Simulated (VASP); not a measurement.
# GaN: single point with PBEsol

The system is GaN.

```
CELL_PARAMETERS angstrom
0.00000 2.18431 2.18431
2.18431 0.00000 2.18431
2.18431 2.18431 0.00000
ATOMIC_POSITIONS crystal
Ga 0.00000 0.00000 0.00000
N 0.25000 0.25000 0.25000
```

- Program: VASP 6.6.1
- Task: single point
- Functional: PBEsol
- Potentials or basis: VASP PAW PBE potentials, release 64 (Ga_d, N)
- Cutoff: 520 eV
- k mesh: 10 × 10 × 10
- Occupations: fermi-dirac, width 0.05 eV
- Spin: no spin polarisation

```
Pressure               : 19.7 GPa
Band gap on the k mesh : 2.28 eV, direct
```

Levels at points of the mesh, in eV from the valence-band top:
| k point | band 7 | band 8 | band 9 | band 10 | band 11 | band 12 |
| --- | --- | --- | --- | --- | --- | --- |
| (0.00, 0.00, 0.00) | 0.00 | 0.00 | 0.00 | 2.28 | 10.79 | 10.79 |
| (0.50, 0.00, 0.00) | -7.77 | -1.10 | -1.10 | 5.20 | 9.09 | 10.74 |
| (0.50, 0.50, 0.00) | -6.58 | -3.09 | -3.09 | 3.24 | 7.08 | 12.29 |

Wall time 15 s on 1 thread of Intel Xeon 8259CL, on a shared host, peak memory 0.15 GiB.

Caveat: the PAW data sets were made with another functional, which shifts forces and pressure a little. As with any semilocal functional, this PBEsol gap is likely too small.
